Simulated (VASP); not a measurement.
Wanted: the native input for a VASP 6.6.1 run.

| Quantity | Value |
| --- | --- |
| Task | single point |
| Functional | BLYP |
| Potentials or basis | VASP PAW PBE potentials, release 64 (W_sv, S) |
| Cutoff | 520 eV |
| k mesh | 12 × 12 × 12 |
| Occupations | fermi-dirac, width 0.1 eV |
| Spin | no spin polarisation |
| Dipole correction | no |
| Further INCAR settings | ALGO = Normal; EDIFF = 1e-06; NBANDS = 20 |

The structure of WS2 lies in POSCAR:

```
WS2
1.0
    1.5790000000      0.9116400000      6.1633300000
   -1.5790000000      0.9116400000      6.1633300000
    0.0000000000     -1.8232700000      6.1633300000
W S
1 2
Direct
    0.0000000000      0.0000000000      0.0000000000
    0.2497000000      0.2497000000      0.2497000000
    0.4190000000      0.4190000000      0.4190000000
```

These files were run (other wordings do the same):

INCAR

```
AGGAC    = 1.0          
AGGAX    = 1.0          
ALDAC    = 0.0          
ALDAX    = 1.0          
ALGO     = Normal         # electronic algorithm
EDIFF    = 1E-6           # SCF threshold, eV
ENCUT    = 520            # plane-wave cutoff, eV
GGA      = B5             # functional
ISIF     = 2              # what is computed and relaxed
ISMEAR   = -1             # smearing method
LASPH    = T              # aspherical terms in the spheres
LCHARG   = F              # write CHGCAR
LREAL    = F              # projectors in reciprocal space
LWAVE    = F              # write WAVECAR
NBANDS   = 20             # bands
NELM     = 100            # most SCF steps
PREC     = Accurate       # precision mode
SIGMA    = 0.1            # smearing width, eV
```

KPOINTS

```
k-points
0
Gamma
  12 12 12
```

Potentials or basis: VASP PAW PBE potentials, release 64 (W_sv, S).

Launch:

```console
$ cat potpaw_PBE.64/W_sv/POTCAR potpaw_PBE.64/S/POTCAR > POTCAR
$ mpirun -np 1 vasp_std > vasp.out
```

It gave:

The pressure is 12.5 GPa and the largest force is 0.939 eV/Å. The band gap on the k mesh is 1.04 eV (least direct gap 1.91 eV).

Caveat: the cell stands under pressure; the PAW data sets were made with another functional, which shifts forces and pressure a little; spin-orbit coupling is left out, which moves the levels of the heavy elements.

Run time: 6.7 min on 1 thread of Intel(R) Xeon(R) Platinum 8488C (Sapphire Rapids) (shared host), peak memory 0.43 GiB.
